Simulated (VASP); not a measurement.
# Al3BSb2 (P-62m) in VASP: notebook, part 2 of 2

VASP 6.6.1. The steps go on from the part before.

## Step 3: Relaxation of cell and atoms, PBE

This run uses another cell than the first one, of 22.18 Å³/atom.

INCAR reads:

```
ALGO = Normal
EDIFF = 1E-7
EDIFFG = -0.08
ENCUT = 500
GGA = PE
GGA_COMPAT = F
IBRION = 2
ISIF = 3
ISMEAR = 0
LASPH = T
LCHARG = F
LREAL = F
LWAVE = F
NELM = 120
NELMIN = 4
NSW = 36
PREC = Accurate
SIGMA = 0.2
```

KPOINTS reads:

```
k-points
0
Gamma
  3 3 4
```

POSCAR reads:

```
Al3BSb2
1.0
    5.9566818900      0.0000000000      0.0000000000
   -2.9783409400      5.1586378400      0.0000000000
    0.0000000000      0.0000000000      4.3301230200
Al B Sb
3 1 2
Direct
    0.3338896700      0.0000000000      0.0000000000
    0.0000000000      0.3338896700      0.0000000000
    0.6661103300      0.6661103300      0.0000000000
    0.0000000000      0.0000000000      0.0000000000
    0.3333333300      0.6666666700      0.0000000000
    0.6666666700      0.3333333300      0.0000000000
```

Potentials or basis: VASP PAW PBE potentials, release 64 (Al, B, Sb).

Command:

```bash
$ cat potpaw_PBE.64/Al/POTCAR potpaw_PBE.64/B/POTCAR potpaw_PBE.64/Sb/POTCAR > POTCAR
$ mpirun -np 1 vasp_std > vasp.out
```

OUTCAR:

```text
EDIFF = 1E-7
   EDIFFG = -0.08
   ENCUT = 500
   GGA = PE
   IBRION = 2
   ISIF = 3
   ISMEAR = 0
   LASPH = T
   LREAL = F
   NELM = 120
   NELMIN = 4
   NSW = 36
   PREC = Accurate

 ion  position               nearest neighbor table
   1  0.334  0.000  0.000-   5 1.98   6 1.98   4 1.99
   2  0.000  0.334  0.000-   6 1.98   5 1.98   4 1.99
   3  0.666  0.666  0.000-   6 1.98   5 1.98   4 1.99
   4  0.000  0.000  0.000-   2 1.99   1 1.99   3 1.99
   5  0.333  0.667  0.000-   1 1.98   2 1.98   3 1.98   6 3.44   6 3.44   6 3.44
   6  0.667  0.333  0.000-   2 1.98   1 1.98   3 1.98   5 3.44   5 3.44   5 3.44

  LATTYP: Found a hexagonal cell.
 ALAT       =     5.9566818900
 C/A-ratio  =     0.7269354147

  Lattice vectors:

 A1 = (   5.9566818900,   0.0000000000,   0.0000000000)
 A2 = (  -2.9783409400,   5.1586378400,   0.0000000000)
 A3 = (   0.0000000000,   0.0000000000,   4.3301230200)

Analysis of symmetry for initial positions (statically):
=====================================================================
 Subroutine PRICEL returns:
 Original cell was already a primitive cell.

 Routine SETGRP: Setting up the symmetry group for a
 hexagonal supercell.

 Subroutine GETGRP returns: Found 12 space group operations
 (whereof 12 operations were pure point group operations)
 out of a pool of 24 trial point group operations.

[... 158 lines left out ...]
------------------------ aborting loop because EDIFF is reached ----------------------------------------

  FORCE on cell =-STRESS in cart. coord.  units (eV):
  Direction    XX          YY          ZZ          XY          YZ          ZX
  --------------------------------------------------------------------------------------
  -------------------------------------------------------------------------------------
  Total       91.9796050     91.9796051     -0.2752261      0.0000001      0.0000000      0.0000000
  in kB     1107.5477026   1107.5477031     -3.3140615      0.0000011      0.0000000      0.0000000
  external PRESSURE =     737.2604481 kB  Pullay stress =       0.0000000 kB
[... 430 lines left out ...]
      2      -3.3424      2.00000
      3      -1.2635      2.00000
      4       0.8534      2.00000
      5       0.8534      2.00000
      6       1.8538      2.00000
      7       1.9154      2.00000
      8       1.9154      2.00000
      9       2.2941      2.00000
     10       4.2741      2.00000
     11       4.4169      1.99993
     12       4.4169      1.99993
     13       5.1912      0.13766
     14       5.1912      0.13766
     15       5.9671      0.00000

[... ionic steps 4 to 20 ...]

--------------------------------------- Ionic step       21  -------------------------------------------

 number of electron      22.0000003 magnetization

------------------------ aborting loop because EDIFF is reached ----------------------------------------
[... 75 lines left out ...]
--------------------------------------- Ionic step       23  -------------------------------------------

 number of electron      22.0000003 magnetization

 Free energy of the ion-electron system (eV)
  ---------------------------------------------------
  ext. energy  EPLUGINS =         0.00000000
  ---------------------------------------------------
  free energy    TOTEN  =       -23.51732718 eV

  energy without entropy =      -23.45482593  energy(sigma->0) =      -23.48607656

 E-fermi :   3.9491     XC(G=0):  -8.5577

 val. band max:        3.9323670900   @ k =   0.3333  -0.0000   0.5000
 cond. band min:       3.9587177633   @ k =   0.0000   0.0000   0.2500
 fundamental gap:      0.0263506733
 Fermi energy:         3.9491120637
[... 193 lines left out ...]
  FREE ENERGIE OF THE ION-ELECTRON SYSTEM (eV)
  ---------------------------------------------------
  free  energy   TOTEN  =       -23.5173271834 eV

  energy  without entropy=      -23.4548259344  energy(sigma->0) =      -23.48607656

 reached required accuracy - stopping structural energy minimisation
```

CONTCAR:

```text
Al3BSb2
   1.00000000000000
     7.3204399419423725    0.0000000012341636   -0.0000000000000000
    -3.6602199637576396    6.3396869576352888   -0.0000000000000000
     0.0000000000000000   -0.0000000000000000    3.4380465337942918
  Al              B               Sb
     3     1     2
Direct
     0.2811860908542347    0.9999999999811635    0.0000000000000000
     0.9999999999873281    0.2811860908665638    0.0000000000000000
     0.7188139091584371    0.7188139091522728    0.0000000000000000
     0.0000000000000000    0.0000000000000000    0.0000000000000000
     0.3333333300000021    0.6666666699999979    1.0000000000000000
     0.6666666699999979    0.3333333300000021    0.0000000000000000

  0.00000000E+00  0.00000000E+00  0.00000000E+00
  0.00000000E+00  0.00000000E+00  0.00000000E+00
  0.00000000E+00  0.00000000E+00  0.00000000E+00
  0.00000000E+00  0.00000000E+00  0.00000000E+00
  0.00000000E+00  0.00000000E+00  0.00000000E+00
  0.00000000E+00  0.00000000E+00  0.00000000E+00
```

It took 4.8 min on 1 thread of AMD EPYC 9R45 (Zen 5), shared host; peak memory 0.23 GiB.

What came out:

| Quantity | Value |
| --- | --- |
| Free energy | -23.5173 eV |
| Relaxed volume | 26.59 Å³/atom |
| Relaxed cell | a = 7.320 Å, b = 7.320 Å, c = 3.438 Å, α = 90.00°, β = 90.00°, γ = 120.00° |
| Space group after relaxing (to 0.1 Å) | P-62m (No. 189) |
| Energy gained by relaxing | 3397.5 meV/atom |
| Ionic steps | 23 |
| Pressure after relaxing | -0.2 GPa |
| Largest force after relaxing | 0.019 eV/Å |
| Band gap on the k mesh | zero (bands 11 and 12 overlap by 2.77 eV) |

Forces on the atoms (eV/Å):
```
Al   0.019  0.000  0.000
Al  -0.009  0.016  0.000
Al  -0.009 -0.016  0.000
B    0.000  0.000  0.000
Sb   0.000  0.000  0.000
Sb   0.000  0.000  0.000
```

Stress tensor (GPa, compression positive):
```
-0.05  0.00  0.00
 0.00 -0.05  0.00
 0.00  0.00 -0.43
```

The path:
```tsv
step	energy change (eV)	largest force (eV/Å)	pressure (GPa)	volume (Å³)
1	0.0000	12.6740	73.73	133.06
2	-10.2175	0.6278	-4.59	401.75
3	-11.5839	0.4035	-5.43	364.56
4	-13.1953	0.1397	-6.28	329.48
5	-19.1300	0.6324	-4.76	220.37
6	-18.4262	0.5440	9.98	173.98
7	-19.5134	0.6324	-2.08	205.38
8	-19.5557	0.5393	-0.60	199.37
9	-19.5530	0.5655	-0.98	200.84
10	-19.6958	0.2050	-1.66	197.23
11	-20.0042	0.6009	-3.31	185.80
12	-20.0382	0.7661	-3.74	181.29
13	-20.1066	0.7792	-3.38	177.21
14	-20.2434	0.8174	-2.07	165.83
15	-19.9601	1.0622	3.60	144.01
16	-20.2644	0.8364	-1.49	162.10
17	-20.2678	0.8554	-1.07	159.78
18	-20.3036	0.7495	-0.84	159.58
19	-20.3661	0.3891	0.05	158.95
20	-20.3710	0.2276	0.46	158.69
21	-20.3814	0.0972	0.05	159.46
22	-20.3839	0.0063	-0.27	160.09
23	-20.3851	0.0186	-0.18	159.56
```

Final structure:
```cif
data_structure
_symmetry_space_group_name_H-M 'P 1'
_symmetry_Int_Tables_number 1
_cell_length_a 7.3204
_cell_length_b 7.3204
_cell_length_c 3.4380
_cell_angle_alpha 90.000
_cell_angle_beta 90.000
_cell_angle_gamma 120.000
_cell_volume 159.56
loop_
_atom_site_label
_atom_site_type_symbol
_atom_site_fract_x
_atom_site_fract_y
_atom_site_fract_z
_atom_site_occupancy
Al1 Al 0.28119 0.00000 0.00000 1
Al2 Al 0.00000 0.28119 0.00000 1
Al3 Al 0.71881 0.71881 0.00000 1
B1 B 0.00000 0.00000 0.00000 1
Sb1 Sb 0.33333 0.66667 0.00000 1
Sb2 Sb 0.66667 0.33333 0.00000 1
```

Levels at points of the mesh, in eV from the Fermi level:
| k point | band 9 | band 10 | band 11 | band 12 | band 13 | band 14 |
| --- | --- | --- | --- | --- | --- | --- |
| (0.00, 0.00, 0.00) | -0.75 | 0.46 | 1.90 | 3.14 | 3.71 | 3.71 |
| (0.00, 0.00, 0.50) | -2.38 | -1.26 | -0.17 | -0.17 | 0.10 | 0.10 |

Caveat: the k points lie up to 0.46 Å⁻¹ apart in the final cell, too coarse for converged energies and pressures of a metal; the volume moved by over 15 % at a fixed basis, so the end points are rough; spin-orbit coupling is left out, which moves the levels of the heavy elements.
